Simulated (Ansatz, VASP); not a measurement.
## Pb: VASP beside Ansatz

File INCAR:

```
ALGO     = Fast           # electronic algorithm
EDIFF    = 1E-6           # SCF threshold, eV
EDIFFG   = -0.01          # ionic threshold
ENCUT    = 600            # plane-wave cutoff, eV
GGA      = PS             # functional
IBRION   = 2              # ionic algorithm
ISIF     = 3              # what is computed and relaxed
ISMEAR   = 0              # smearing method
LASPH    = True           # aspherical terms in the spheres
LCHARG   = False          # write CHGCAR
LREAL    = False          # projectors in reciprocal space
LWAVE    = False          # write WAVECAR
NELM     = 80             # most SCF steps
NSW      = 100            # ionic steps
PREC     = Accurate       # precision mode
SIGMA    = 0.1            # smearing width, eV
```

The input KPOINTS:

```
k-points
0
Gamma
  9 9 14
```

Contents of POSCAR:

```
Pb
1.0
    5.5911051584      0.0000000000      0.0000000000
   -2.7955525792      4.8420391024      0.0000000000
    0.0000000000      0.0000000000      3.3042939933
Pb
3
Direct
    0.0000000000      0.0000000000      0.0000000000
    0.3333333333      0.6666666667      0.5000000000
    0.6666666667      0.3333333333      0.5000000000
```

Input for Ansatz:

```yaml
crystal:
  lattice:
    - [5.5911051584, 0.0, 0.0]
    - [-2.7955525792, 4.8420391024, 0.0]
    - [0.0, 0.0, 3.3042939933]
  atoms:
    - { symbol: Pb, position: [0.0, 0.0, 0.0] }
    - { symbol: Pb, position: [0.3333333333, 0.6666666667, 0.5] }
    - { symbol: Pb, position: [0.6666666667, 0.3333333333, 0.5] }
basis:
  ecutwfc: 420
kpoints:
  mp_grid: { grid: [9, 9, 14] }
hamiltonian:
  xc: pbesol
scf:
  occupations: { method: gaussian, width: 0.1 }
output:
  forces: true
  stress: true
  eigenvalues: true
relax:
  adjacent_minimum: "off"
  f_tol: 0.01
  max_steps: 80
  cell: { stress_tol: 0.05 }
```

Alike in both runs: task relaxation of cell and atoms; functional PBEsol; k mesh 9 × 9 × 14; occupations gaussian, width 0.1 eV; no spin polarisation.

```csv
,VASP,Ansatz
version,VASP 6.6.1,Ansatz 0.2.0
potentials or method,"VASP PAW PBE potentials, release 64 (Pb_d), cutoff 600 eV","scalar-relativistic, plane waves, PAW"
valence electrons in the cell,42,42
```

|  | VASP | Ansatz | Ansatz less VASP |
| --- | --- | --- | --- |
| gap on the k mesh at the Fermi level, each at its own relaxed structure (eV) | none | none | - |
| relaxed volume (Å³/atom) | 30.07 | 30.06 | -0.010 |
| relaxed cell length with the largest relative difference (Å) | 3.358 | 3.360 | +0.0024 |

VASP's potentials were made for PBE, not for PBEsol. A gap of «none» marks a metal or a gap that the smearing closes.

Spin-orbit coupling is off throughout.
